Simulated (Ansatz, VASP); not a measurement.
**P in VASP and in Ansatz**

```
CELL_PARAMETERS angstrom
1.66126 -5.09576 0.00000
1.66126 5.09576 0.00000
0.00000 0.00000 4.16686
ATOMIC_POSITIONS crystal
P 0.10638 0.89362 0.92810
P 0.60638 0.39362 0.57190
P 0.89362 0.10638 0.07190
P 0.39362 0.60638 0.42810
```

Alike in both runs: functional PBE; dispersion D3(BJ); k mesh 14 × 14 × 10; occupations gaussian, width 0.1 eV; no spin polarisation.

Ansatz relaxed the structure, and its values are those at the end. VASP's run is a single point on that final structure, the one shown.

```csv
,VASP,Ansatz
version,VASP 6.6.1,Ansatz 0.2.0
potentials or method,"VASP PAW PBE potentials, release 64 (P), cutoff 520 eV","scalar-relativistic, plane waves, PAW"
valence electrons in the cell,20,20
```

```tsv
	VASP	Ansatz	Ansatz less VASP
gap on the k mesh at the Fermi level (eV)	none	none	-
pressure (GPa)	-0.4	0.0	+0.35
rms of the force components (eV/Å)	0.036	0.003	-0.0331
```

A gap of «none» marks a metal or a gap that the smearing closes.
